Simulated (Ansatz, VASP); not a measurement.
## PtSe2 in VASP and in Ansatz

```
CELL_PARAMETERS angstrom
3.70687 0.00000 0.00000
-1.85343 3.27445 0.00000
0.00000 0.00000 31.12162
ATOMIC_POSITIONS crystal
Se 0.66865 0.33731 0.45810
Se 0.33135 0.66269 0.54190
Pt 0.00000 0.00000 0.50000
```

Change from the starting cell: strain along y +0.020, atoms relaxed.

Alike in both runs: functional PBE; dispersion D3(BJ); k mesh 12 × 12 × 1; occupations gaussian, width 0.02 eV; no spin polarisation.

Ansatz relaxed the structure, and its values are those at the end. VASP's run is a single point on that final structure, the one shown.

|  | VASP | Ansatz |
| --- | --- | --- |
| version | VASP 6.6.1 | Ansatz 0.2.0 |
| potentials or method | VASP PAW PBE potentials, release 64 (Se, Pt), cutoff 520 eV | scalar-relativistic, plane waves, PAW |
| valence electrons in the cell | 22 | 50 |

|  | VASP | Ansatz | Ansatz less VASP |
| --- | --- | --- | --- |
| gap on the k mesh at the Fermi level (eV) | 1.32 | 1.33 | +0.011 |
| least direct gap on the mesh (eV) | 1.56 | 1.57 | +0.011 |

VASP's potentials hold 22 valence electrons a cell and Ansatz's 50, so a difference there can come from the potentials and not from the codes. Ansatz's warnings: stress scf threshold loose.

Spin-orbit coupling is off throughout.
